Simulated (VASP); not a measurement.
Wanted: the native input for a VASP 6.6.1 run.

```
Task                   : single point
Functional             : LDA
Potentials or basis    : VASP PAW LDA potentials, release 64 (Ge_d)
Cutoff                 : 520 eV
k mesh                 : 18 × 18 × 18
Occupations            : fermi-dirac, width 0.1 eV
Spin                   : no spin polarisation
Dipole correction      : no
Further INCAR settings : ALGO = Normal; EDIFF = 1e-06; NBANDS = 13
```

The structure of Ge lies in POSCAR:

```
Ge
1.0
   -1.5611374343      1.5611374343      1.5611374343
    1.5611374343     -1.5611374343      1.5611374343
    1.5611374343      1.5611374343     -1.5611374343
Ge
1
Direct
    0.0000000000      0.0000000000      0.0000000000
```

This cell differs from its parent crystal: volume scaled by 0.85.

The input as run:

INCAR

```
  PREC = Accurate
  ENCUT = 520
  EDIFF = 1E-6
  ISMEAR = -1
  SIGMA = 0.1
  LREAL = False
  LASPH = True
  NELM = 60
  ALGO = Normal
  ISIF = 2
  LWAVE = False
  LCHARG = False
  NBANDS = 13
```

KPOINTS

```
regular mesh
0
Gamma
  18 18 18
```

Potentials or basis: VASP PAW LDA potentials, release 64 (Ge_d).

The run is started by

```bash
$ cat potpaw_LDA.64/Ge_d/POTCAR > POTCAR
$ mpirun -np 1 vasp_std > vasp.out
```

It gave:

| Property | Result |
| --- | --- |
| Pressure | 17.9 GPa |
| Band gap on the k mesh | zero (band 7 reaches 20.53 eV, above the bottom of band 8 at 5.16 eV) |

Wall time 13 s on 1 thread of AMD EPYC 9R45 96-Core Processor (Zen 5), with other jobs on the host, peak memory 0.11 GiB.
